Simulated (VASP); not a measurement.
# SiTe3 (Fm-3m) in VASP: notebook

Runs on SiTe3. Level: PBE. Tasks: single point, relaxation of cell and atoms.

Everything below comes from runs of VASP 6.6.1. Logs are shortened: lines on timing, memory, paths and dates and some standing lists are left out, and cuts for length are marked.

### 1 The cell of the first run

It takes space group Fm-3m (No. 225, cubic). Conventional cell: a = 7.454 Å, b = 7.454 Å, c = 7.454 Å, α = 90.00°, β = 90.00°, γ = 90.00°. Within 4.2 Å of Si (site symmetry m-3m) lie 14 Te at 3.23 to 3.73 Å. Within 4.2 Å of Te (site symmetry -43m) lie 4 Si at 3.23 Å and 10 Te at 3.23 to 3.73 Å. Te (site symmetry m-3m) has 8 Te at 3.23 Å and 6 Si at 3.73 Å within 4.2 Å.

### 2 Single point, PBE

Input file INCAR:

```
PREC = Accurate
ENCUT = 520
EDIFF = 1E-6
ISMEAR = 0
SIGMA = 0.1
LREAL = False
LASPH = True
NELM = 80
ALGO = Normal
ISIF = 2
LWAVE = False
LCHARG = False
GGA = PE
NBANDS = 19
```

Input file KPOINTS:

```
Automatic mesh
0
Gamma
  4 4 4
```

Input file POSCAR:

```
SiTe3
1.0
    0.0000000000      3.7269499965      3.7269499965
    3.7269499965      0.0000000000      3.7269499965
    3.7269499965      3.7269499965      0.0000000000
Si Te
1 3
Direct
    0.5000000000      0.5000000000      0.5000000000
    0.7500000000      0.7500000000      0.7500000000
    0.2500000000      0.2500000000      0.2500000000
    0.0000000000      0.0000000000      0.0000000000
```

Potentials or basis: VASP PAW PBE potentials, release 64 (Si, Te).

On the command line:

```bash
$ cat potpaw_PBE.64/Si/POTCAR potpaw_PBE.64/Te/POTCAR > POTCAR
$ mpirun -np 1 vasp_std > vasp.out
```

OUTCAR:

```text
PREC = Accurate
   ENCUT = 520
   EDIFF = 1E-6
   ISMEAR = 0
   LREAL = False
   LASPH = True
   NELM = 80
   ISIF = 2
   GGA = PE

 ion  position               nearest neighbor table
   1  0.500  0.500  0.500-   3 3.23   3 3.23   3 3.23   2 3.23   3 3.23   2 3.23   2 3.23   2 3.23

   2  0.750  0.750  0.750-   1 3.23   1 3.23   1 3.23   1 3.23   4 3.23   4 3.23   4 3.23   4 3.23

   3  0.250  0.250  0.250-   4 3.23   4 3.23   4 3.23   1 3.23   4 3.23   1 3.23   1 3.23   1 3.23

   4  0.000  0.000  0.000-   2 3.23   2 3.23   2 3.23   2 3.23   3 3.23   3 3.23   3 3.23   3 3.23

  LATTYP: Found a face centered cubic cell.
 ALAT       =     7.4538999930

  Lattice vectors:

 A1 = (   0.0000000000,   3.7269499965,   3.7269499965)
 A2 = (   3.7269499965,   0.0000000000,   3.7269499965)
 A3 = (   3.7269499965,   3.7269499965,   0.0000000000)

Analysis of symmetry for initial positions (statically):
=====================================================================
 Subroutine PRICEL returns:
 Original cell was already a primitive cell.

 Routine SETGRP: Setting up the symmetry group for a
 face centered cubic supercell.

 Subroutine GETGRP returns: Found 48 space group operations
 (whereof 48 operations were pure point group operations)
 out of a pool of 48 trial point group operations.

The static configuration has the point symmetry O_h .

Analysis of symmetry for dynamics (positions and initial velocities):
=====================================================================
 Subroutine PRICEL returns:
 Original cell was already a primitive cell.

 Routine SETGRP: Setting up the symmetry group for a
 face centered cubic supercell.

 Subroutine GETGRP returns: Found 48 space group operations
 (whereof 48 operations were pure point group operations)
 out of a pool of 48 trial point group operations.

The dynamic configuration has the point symmetry O_h .

 Subroutine INISYM returns: Found 48 space group operations
 (whereof 48 operations are pure point group operations),
 and found     1 'primitive' translations

----------------------------------------------------------------------------------------

                                     Primitive cell

  volume of cell :     103.5358

  direct lattice vectors                    reciprocal lattice vectors
     0.000000000  3.726949997  3.726949997    -0.134157958  0.134157958  0.134157958
     3.726949997  0.000000000  3.726949997     0.134157958 -0.134157958  0.134157958
     3.726949997  3.726949997  0.000000000     0.134157958  0.134157958 -0.134157958

  length of vectors
     5.270703231  5.270703231  5.270703231     0.232368399  0.232368399  0.232368399

  position of ions in fractional coordinates (direct lattice)
     0.500000000  0.500000000  0.500000000
     0.750000000  0.750000000  0.750000000
     0.250000000  0.250000000  0.250000000
     0.000000000  0.000000000  0.000000000

  ion indices of the primitive-cell ions
   primitive index   ion index
                 1           1
                 2           2
                 3           3
                 4           4

----------------------------------------------------------------------------------------

 KPOINTS: Automatic mesh

Automatic generation of k-mesh.
 Grid dimensions read from file:
 generate k-points for:    4    4    4

 Generating k-lattice:

  Cartesian coordinates                     Fractional coordinates (reciprocal lattice)
    -0.033539489  0.033539489  0.033539489     0.250000000  0.000000000  0.000000000
     0.033539489 -0.033539489  0.033539489     0.000000000  0.250000000  0.000000000
     0.033539489  0.033539489 -0.033539489     0.000000000  0.000000000  0.250000000

  Length of vectors
     0.058092100  0.058092100  0.058092100

  Shift w.r.t. Gamma in fractional coordinates (k-lattice)
     0.000000000  0.000000000  0.000000000

 Subroutine IBZKPT returns following result:
 ===========================================

 Found      8 irreducible k-points:

 Following reciprocal coordinates:
            Coordinates               Weight
  0.000000  0.000000  0.000000      1.000000
  0.250000  0.000000  0.000000      8.000000
  0.500000  0.000000  0.000000      4.000000
  0.250000  0.250000  0.000000      6.000000
  0.500000  0.250000  0.000000     24.000000
 -0.250000  0.250000  0.000000     12.000000
  0.500000  0.500000  0.000000      3.000000
 -0.250000  0.500000  0.250000      6.000000
   k-points           NKPTS =      8   k-points in BZ     NKDIM =      8   number of bands    NBANDS=     19
   number of dos      NEDOS =    301   number of ions     NIONS =      4
   total plane-waves  NPLWV =  64000
   dimension x,y,z NGX =    40 NGY =   40 NGZ =   40
   dimension x,y,z NGXF=    80 NGYF=   80 NGZF=   80
   ions per type =               1   3
   NGX,Y,Z   is equivalent  to a cutoff of  12.62, 12.62, 12.62 a.u.
   NGXF,Y,Z  is equivalent  to a cutoff of  25.23, 25.23, 25.23 a.u.
 SYSTEM =  unknown system
   PREC   = accura    normal or accurate (medium, high low for compatibility)
   ISTART =      0    job   : 0-new  1-cont  2-samecut
   ICHARG =      2    charge: 1-file 2-atom 10-const
   ISPIN  =      1    spin polarized calculation?
   LNONCOLLINEAR =      F non collinear calculations
   LSORBIT =      F    spin-orbit coupling
   LASPH  =      T    aspherical Exc in radial PAW
   ENCUT  =  520.0 eV  38.22 Ry    6.18 a.u.   9.80  9.80  9.80*2*pi/ulx,y,z
   NELM   =     80;   NELMIN=  2; NELMDL= -5     # of ELM steps
   EDIFF  = 0.1E-05   stopping-criterion for ELM
   LREAL  =      F    real-space projection
   EDIFFG = 0.1E-04   stopping-criterion for IOM
   NSW    =      0    number of steps for IOM
   IBRION =     -1    ionic relax: 0-MD 1-quasi-New 2-CG
   NFREE  =      0    steps in history (QN), initial steepest desc. (CG)
   ISIF   =      2    stress and relaxation
   ISYM   =      2    0-nonsym 1-usesym 2-fastsym
   POTIM  = 0.5000    time-step for ionic-motion
   TEBEG  =    0.0;   TEEND  =   0.0 temperature during run
   PSTRESS=    0.0 pullay stress
   NELECT =      22.0000    total number of electrons
   NUPDOWN=      -1.0000    fix difference up-down
   EMIN   =  10.00;   EMAX   =-10.00  energy-range for DOS
   EFERMI =   0.00;   METHOD = LEGACY
   ISMEAR =     0;   SIGMA  =   0.10  broadening in eV -4-tet -1-fermi 0-gaus
   EFERMI_NEDOS =   21; number of points for ismear=-14 and -15
   IALGO  =     38    algorithm
   IMIX   =      4    mixing-type and parameters
     AMIX     =   0.40;   BMIX     =  1.00
     AMIX_MAG =   1.60;   BMIX_MAG =  1.00
  volume/ion in A,a.u.               =      25.88       174.67
  Fermi-wavevector in a.u.,A,eV,Ry     =   0.976905  1.846082 12.984620  0.954343
  Thomas-Fermi vector in A             =   2.107560
   LORBIT       =      0    0 simple, 1 ext, 2 COOP (PROOUT), +10 PAW based schemes
   GGA     = PE    functional components
   LHFCALC =     F    Hartree Fock is set to
   AEXX    =    0.0000 exact exchange contribution
   IVDW    =     0    specifies the selected vdW correction
   LEPSILON=     F    determine dielectric tensor
   LRPA    =     F    only Hartree local field effects (RPA)
 non-spin polarized calculation
 Gauss-broadening in eV      SIGMA  =   0.10
  energy-cutoff  :      520.00
  volume of cell :      103.54
 maximum number of plane-waves:      2788
   NGX = 19   NGY = 19   NGZ = 19

 number of electron      21.9999998 magnetization

 Free energy of the ion-electron system (eV)
  ---------------------------------------------------
  ext. energy  EPLUGINS =         0.00000000
  ---------------------------------------------------
  free energy    TOTEN  =       -12.82673223 eV

  energy without entropy =      -12.81384043  energy(sigma->0) =      -12.82028633

 E-fermi :   8.0820     XC(G=0): -10.1314

 val. band max:        7.9335474558   @ k =   0.2500   0.2500   0.0000
 cond. band min:       8.1328285778   @ k =   0.5000   0.5000   0.0000
 fundamental gap:      0.1992811220
 Fermi energy:         8.0820425531

 k-point     1 :       0.0000    0.0000    0.0000
  band No.  band energies     occupation
      1      -6.0776      2.00000
      2      -2.1362      2.00000
      3      -1.3670      2.00000
      4       2.5232      2.00000
      5       4.3445      2.00000
      6       4.3445      2.00000
[... 11 lines left out ...]
     18      12.0959      0.00000
     19      18.0294      0.00000

 k-point     2 :       0.2500    0.0000    0.0000
  band No.  band energies     occupation
      1      -5.6528      2.00000
      2      -2.6604      2.00000
      3      -1.8715      2.00000
      4       1.6174      2.00000
      5       3.5561      2.00000
      6       3.5561      2.00000
[... 11 lines left out ...]
     18      12.3598      0.00000
     19      16.8893      0.00000

 k-point     3 :       0.5000    0.0000    0.0000
  band No.  band energies     occupation
      1      -4.7926      2.00000
      2      -3.8312      2.00000
      3      -2.1282      2.00000
      4       0.9648      2.00000
      5       3.3432      2.00000
      6       3.3432      2.00000
[... 11 lines left out ...]
     18      15.7295      0.00000
     19      15.8399      0.00000

 k-point     4 :       0.2500    0.2500    0.0000
  band No.  band energies     occupation
      1      -5.5076      2.00000
      2      -2.5685      2.00000
      3      -2.1873      2.00000
      4       1.2842      2.00000
      5       2.5546      2.00000
      6       2.5546      2.00000
[... 11 lines left out ...]
     18      14.0354      0.00000
     19      16.2680      0.00000

 k-point     5 :       0.5000    0.2500    0.0000
  band No.  band energies     occupation
      1      -4.6353      2.00000
      2      -3.4393      2.00000
      3      -2.7654      2.00000
      4       0.3515      2.00000
      5       2.3587      2.00000
      6       3.7271      2.00000
[... 11 lines left out ...]
     18      14.5769      0.00000
     19      15.3589      0.00000

 k-point     6 :      -0.2500    0.2500    0.0000
  band No.  band energies     occupation
      1      -4.9926      2.00000
      2      -3.1143      2.00000
      3      -2.6430      2.00000
      4       0.6572      2.00000
      5       3.0404      2.00000
      6       3.6401      2.00000
[... 11 lines left out ...]
     18      15.1814      0.00000
     19      15.2994      0.00000

 k-point     7 :       0.5000    0.5000    0.0000
  band No.  band energies     occupation
      1      -3.9638      2.00000
      2      -3.9586      2.00000
      3      -2.9144      2.00000
      4       0.3191      2.00000
      5       1.8959      2.00000
      6       1.8959      2.00000
[... 11 lines left out ...]
     18      13.3290      0.00000
     19      13.7837      0.00000

 k-point     8 :      -0.2500    0.5000    0.2500
  band No.  band energies     occupation
      1      -3.9279      2.00000
      2      -3.5235      2.00000
      3      -3.5235      2.00000
      4      -0.2162      2.00000
      5       3.6730      2.00000
      6       3.6730      2.00000
[... 11 lines left out ...]
     18      15.0317      0.00000
     19      15.0436      0.00000

------------------------ aborting loop because EDIFF is reached ----------------------------------------

  FORCE on cell =-STRESS in cart. coord.  units (eV):
  Direction    XX          YY          ZZ          XY          YZ          ZX
  --------------------------------------------------------------------------------------
  -------------------------------------------------------------------------------------
  Total        0.1014884      0.1014884      0.1014884      0.0000000      0.0000000      0.0000000
  in kB        1.5704936      1.5704936      1.5704936      0.0000000      0.0000000      0.0000000
  external PRESSURE =       1.5704936 kB  Pullay stress =       0.0000000 kB

 VOLUME and BASIS-vectors are now :
 -----------------------------------------------------------------------------
  energy-cutoff  :      520.00
  volume of cell :      103.54
      direct lattice vectors                 reciprocal lattice vectors
     0.000000000  3.726949997  3.726949997    -0.134157958  0.134157958  0.134157958
     3.726949997  0.000000000  3.726949997     0.134157958 -0.134157958  0.134157958
     3.726949997  3.726949997  0.000000000     0.134157958  0.134157958 -0.134157958

 POSITION                                       TOTAL-FORCE (eV/Angst)
 -----------------------------------------------------------------------------------
      3.72695      3.72695      3.72695         0.000000      0.000000      0.000000
      5.59042      5.59042      5.59042        -0.000000     -0.000000      0.000000
      1.86347      1.86347      1.86347         0.000000      0.000000     -0.000000
      0.00000      0.00000      0.00000         0.000000      0.000000      0.000000
 -----------------------------------------------------------------------------------
    total drift:                               -0.000000      0.000000      0.000000

  FREE ENERGIE OF THE ION-ELECTRON SYSTEM (eV)
  ---------------------------------------------------
  free  energy   TOTEN  =       -12.8267322321 eV

  energy  without entropy=      -12.8138404311  energy(sigma->0) =      -12.82028633
```

Run time: 22 s. Hardware: 1 thread of AMD EPYC 7R43 (Zen 3), shared host; peak memory 0.19 GiB.

Results:

```
Free energy            : -12.8267 eV
Pressure               : 0.2 GPa
Band gap on the k mesh : zero (band 11 reaches 8.47 eV, above the bottom of band 12 at 5.94 eV)
```

Caveat: the k points lie up to 0.37 Å⁻¹ apart; spin-orbit coupling is left out, which moves the levels of the heavy elements.

### 3 Single point, PBE

This run uses another cell than the first one, of 30.49 Å³/atom, 1.178 times its volume.

Input file INCAR:

```
SYSTEM = SiTe3
ALGO = Normal
EDIFF = 1E-6
ENCUT = 520
GGA = PE
ISIF = 2
ISMEAR = 0
LASPH = .True.
LCHARG = .False.
LREAL = .False.
LWAVE = .False.
NBANDS = 19
NELM = 60
PREC = Accurate
SIGMA = 0.1
```

Input file KPOINTS:

```
k-points
0
Gamma
  4 4 4
  0 0 0
```

Input file POSCAR:

```
SiTe3
1.0
    0.0000000000      3.9361659100      3.9361659100
    3.9361659100      0.0000000000      3.9361659100
    3.9361659100      3.9361659100      0.0000000000
Si Te
1 3
Direct
    0.5000000000      0.5000000000      0.5000000000
    0.7500000000      0.7500000000      0.7500000000
    0.2500000000      0.2500000000      0.2500000000
    0.0000000000      0.0000000000      0.0000000000
```

Potentials or basis: VASP PAW PBE potentials, release 64 (Si, Te).

On the command line:

```bash
$ cat potpaw_PBE.64/Si/POTCAR potpaw_PBE.64/Te/POTCAR > POTCAR
$ mpirun -np 1 vasp_std > vasp.out
```

It took 33 s on 1 thread of AMD EPYC 7R43 (Zen 3), shared host; peak memory 0.21 GiB.

Results (log left out):

| Item | Value |
| --- | --- |
| Free energy | -12.4168 eV |
| Pressure | -6.1 GPa |
| Band gap on the k mesh | zero (band 11 reaches 6.41 eV, above the bottom of band 12 at 4.34 eV) |

Levels at points of the mesh, in eV from the Fermi level:
| k point | band 7 | band 8 | band 9 | band 10 | band 11 | band 12 | band 13 | band 14 |
| --- | --- | --- | --- | --- | --- | --- | --- | --- |
| (0.00, 0.00, 0.00) | -3.02 | -3.00 | -3.00 | -3.00 | -1.69 | -1.69 | -1.69 | 3.10 |
| (0.50, 0.00, 0.00) | -3.05 | -3.05 | -2.27 | -1.86 | 0.37 | 0.37 | 1.03 | 1.33 |
| (0.50, 0.50, 0.00) | -1.56 | -1.38 | -0.53 | -0.53 | 0.04 | 0.04 | 0.09 | 1.17 |

Caveat: spin-orbit coupling is left out, which moves the levels of the heavy elements.

[end of part 1 of 3]
